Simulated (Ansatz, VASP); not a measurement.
# V2MoSe6: VASP beside Ansatz

File INCAR:

```
  ALGO = Normal
  EDIFF = 1E-6
  ENCUT = 520
  GGA = PE
  ISIF = 2
  ISMEAR = 0
  LASPH = T
  LCHARG = F
  LREAL = F
  LWAVE = F
  NBANDS = 48
  NELM = 80
  PREC = Accurate
  SIGMA = 0.1
```

The input KPOINTS:

```
k-points
0
Gamma
  6 6 4
```

POSCAR

```
V2MoSe6
1.0
    5.7482446000      0.0000000000      0.0000000000
   -2.8741223000      4.9781258000      0.0000000000
    0.0000000000      0.0000000000      7.3176427000
V Mo Se
2 1 6
Direct
    0.3333333000      0.6666667000      0.0000000000
    0.6666667000      0.3333333000      0.0000000000
    0.0000000000      0.0000000000      0.0000000000
    0.3415670000      0.0000000000      0.2215260000
    0.0000000000      0.3415670000      0.2215260000
    0.6584330000      0.6584330000      0.2215260000
    0.6584330000      0.0000000000      0.7784740000
    0.3415670000      0.3415670000      0.7784740000
    0.0000000000      0.6584330000      0.7784740000
```

Input for Ansatz:

```yaml
crystal:
  lattice:
    - [5.7482446, 0.0, 0.0]
    - [-2.8741223, 4.9781258, 0.0]
    - [0.0, 0.0, 7.3176427]
  atoms:
    - { symbol: V, position: [0.3333333, 0.6666667, 0.0] }
    - { symbol: V, position: [0.6666667, 0.3333333, 0.0] }
    - { symbol: Mo, position: [0.0, 0.0, 0.0] }
    - { symbol: Se, position: [0.341567, 0.0, 0.221526] }
    - { symbol: Se, position: [0.0, 0.341567, 0.221526] }
    - { symbol: Se, position: [0.658433, 0.658433, 0.221526] }
    - { symbol: Se, position: [0.658433, 0.0, 0.778474] }
    - { symbol: Se, position: [0.341567, 0.341567, 0.778474] }
    - { symbol: Se, position: [0.0, 0.658433, 0.778474] }
basis:
  ecutwfc: 420
kpoints:
  mp_grid: { grid: [6, 6, 4] }
hamiltonian:
  xc: pbe
scf:
  occupations: { method: gaussian, width: 0.1 }
  lower_state_search: "off"
output:
  forces: true
  stress: true
  eigenvalues: true
```

Alike in both runs: task single point; functional PBE; k mesh 6 × 6 × 4; occupations gaussian, width 0.1 eV; no spin polarisation.

|  | VASP | Ansatz |
| --- | --- | --- |
| version | VASP 6.6.1 | Ansatz 0.2.0 |
| potentials or method | VASP PAW PBE potentials, release 64 (V_sv, Mo_sv, Se), cutoff 520 eV | scalar-relativistic, plane waves, PAW |
| valence electrons in the cell | 76 | 136 |

Ansatz gave:

```
gap on the k mesh at the Fermi level (eV) : none
pressure (GPa)                            : 0.0
rms of the force components (eV/Å)        : 0.003
```

**Question.** Estimate VASP's values.

**Answer.** gap on the k mesh at the Fermi level (eV): none; pressure (GPa): 0.2; rms of the force components (eV/Å): 0.009.

Atom by atom the forces differ by 0.012 eV/Å (rms over components). A gap of «none» marks a metal or a gap that the smearing closes. VASP's potentials hold 76 valence electrons a cell and Ansatz's 136, so a difference there can come from the potentials and not from the codes.
